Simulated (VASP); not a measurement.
Set up this calculation in VASP 6.6.1, as the native input.

```yaml
Task: single point
Functional: PBE
Potentials_or_basis: VASP PAW PBE potentials, release 64 (B, N)
Cutoff: 520 eV
k_mesh: 6 × 6 × 6
Occupations: gaussian, width 0.2 eV
Spin: no spin polarisation
Dipole_correction: no
Further_INCAR_settings: ALGO = Normal; EDIFF = 1e-07; NBANDS = 22
```

The structure of B4N3 lies in POSCAR:

```
B4N3
1.0
    0.0000000000      0.0000000000      3.2553016939
    4.8550374129      0.0000000000      0.0000000000
   -2.4275187065      4.2045857359      0.0000000000
B N
4 3
Direct
    0.0000000000      0.5093135203      0.0186270406
    0.0000000000      0.9813729594      0.4906864797
    0.0000000000      0.5093135203      0.4906864797
    0.0000000000      0.0000000000      1.0000000000
    0.0000000000      0.1662105039      0.8337894961
    0.0000000000      0.6675789923      0.8337894961
    0.0000000000      0.1662105039      0.3324210077
```

These files were run (other wordings do the same):

INCAR

```
SYSTEM = B4N3
  ALGO = Normal
  EDIFF = 1E-7
  ENCUT = 520
  GGA = PE
  ISIF = 2
  ISMEAR = 0
  LASPH = .True.
  LCHARG = .False.
  LREAL = .False.
  LWAVE = .False.
  NBANDS = 22
  NELM = 80
  PREC = Accurate
  SIGMA = 0.2
```

KPOINTS

```
k-points
0
Gamma
  6 6 6
  0 0 0
```

Potentials or basis: VASP PAW PBE potentials, release 64 (B, N).

The run is started by

```bash
$ cat potpaw_PBE.64/B/POTCAR potpaw_PBE.64/N/POTCAR > POTCAR
$ mpirun -np 1 vasp_std > vasp.out
```

It gave:

* Pressure: -0.1 GPa
* Largest force: 0.026 eV/Å

Caveat: this functional lacks dispersion, which binds the layers, so the pressure and a relaxed spacing across them are unreliable.

It took 20 s on 1 thread of Intel(R) Xeon(R) Platinum 8488C (Sapphire Rapids), on a shared host, peak memory 0.18 GiB.
